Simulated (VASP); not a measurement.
Set up this calculation in VASP 6.6.1, as the native input.

```yaml
Task: single point
Functional: PBE
Potentials_or_basis: VASP PAW PBE potentials, release 64 (Nb_sv, As)
Cutoff: 520 eV
k_mesh: 6 × 6 × 6
Occupations: gaussian, width 0.05 eV
Spin: no spin polarisation
Dipole_correction: no
Further_INCAR_settings: ALGO = Normal; EDIFF = 1e-07; NBANDS = 16
```

The structure of NbAs lies in POSCAR:

```
NbAs
1.0
    0.0000000000      2.6031519958      2.6031519958
    2.6031519958      0.0000000000      2.6031519958
    2.6031519958      2.6031519958      0.0000000000
Nb As
1 1
Direct
    0.5000000000      0.5000000000      0.5000000000
    0.0000000000      0.0000000000      0.0000000000
```

The input as run:

INCAR

```
SYSTEM = NbAs
PREC = Accurate ; ENCUT = 520
EDIFF = 1E-7 ; ISMEAR = 0
SIGMA = 0.05 ; LREAL = .False.
LASPH = .True. ; NELM = 60
ALGO = Normal ; ISIF = 2
LWAVE = .False. ; LCHARG = .False.
GGA = PE ; NBANDS = 16
```

KPOINTS

```
Automatic mesh
0
Gamma
  6 6 6
  0 0 0
```

Potentials or basis: VASP PAW PBE potentials, release 64 (Nb_sv, As).

Command:

```bash
$ cat potpaw_PBE.64/Nb_sv/POTCAR potpaw_PBE.64/As/POTCAR > POTCAR
$ mpirun -np 1 vasp_std > vasp.out
```

It gave:

The pressure is 6.5 GPa and the band gap on the k mesh is zero (band 9 reaches 10.83 eV, above the bottom of band 10 at 9.12 eV).

Run time: 6.8 s on 1 thread of Intel(R) Xeon(R) 6975P-C (Granite Rapids) (shared host), peak memory 0.15 GiB.
